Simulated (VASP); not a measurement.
A run of VASP 6.6.1 is set up as follows.

INCAR

```
ALGO     = Normal         # electronic algorithm
EDIFF    = 1E-6           # SCF threshold, eV
ENCUT    = 520            # plane-wave cutoff, eV
GGA      = PE             # functional
ISIF     = 2              # what is computed and relaxed
ISMEAR   = 0              # smearing method
LASPH    = T              # aspherical terms in the spheres
LCHARG   = F              # write CHGCAR
LREAL    = F              # projectors in reciprocal space
LWAVE    = F              # write WAVECAR
NBANDS   = 34             # bands
NELM     = 80             # most SCF steps
PREC     = Accurate       # precision mode
SIGMA    = 0.1            # smearing width, eV
```

KPOINTS

```
k-points
0
Gamma
  4 4 4
```

POSCAR

```
Na3LaO3
1.0
    0.0000000000     -4.6441707568      0.0000000000
    4.6441707568      0.0000000000      0.0000000000
   -2.3220853784      2.3220853784      5.8083392845
Na La O
3 1 3
Direct
    0.1447196262      0.6447196262      0.2894392524
    0.6447196262      0.1447196262      0.2894392524
    0.9739000498      0.9739000498      0.9478000996
    0.3891718900      0.3891718900      0.7783437800
    0.4460337951      0.9460337951      0.8920675902
    0.9460337951      0.4460337951      0.8920675902
    0.1894687174      0.1894687174      0.3789374348
```

Potentials or basis: VASP PAW PBE potentials, release 64 (Na_pv, La, O).

Run with:

```bash
$ cat potpaw_PBE.64/Na_pv/POTCAR potpaw_PBE.64/La/POTCAR potpaw_PBE.64/O/POTCAR > POTCAR
$ mpirun -np 1 vasp_std > vasp.out
```

Problem. Predict the largest force.

Solution. 0.027 eV/Å.

Problem. Estimate the pressure.

Solution. 0.0 GPa.

Problem. Predict the band gap on the k mesh.

Solution. 1.02 eV (least direct gap 1.15 eV).

Forces in eV/Å, atoms in the order of the input:
```
Na   0.000  0.000  0.008
Na   0.000  0.000  0.008
Na   0.000  0.000 -0.002
La   0.000  0.000 -0.009
O    0.000  0.000 -0.016
O    0.000  0.000 -0.016
O    0.000  0.000  0.027
```

Caveat: spin-orbit coupling is left out, which moves the levels of the heavy elements. A k mesh can miss the band edges.
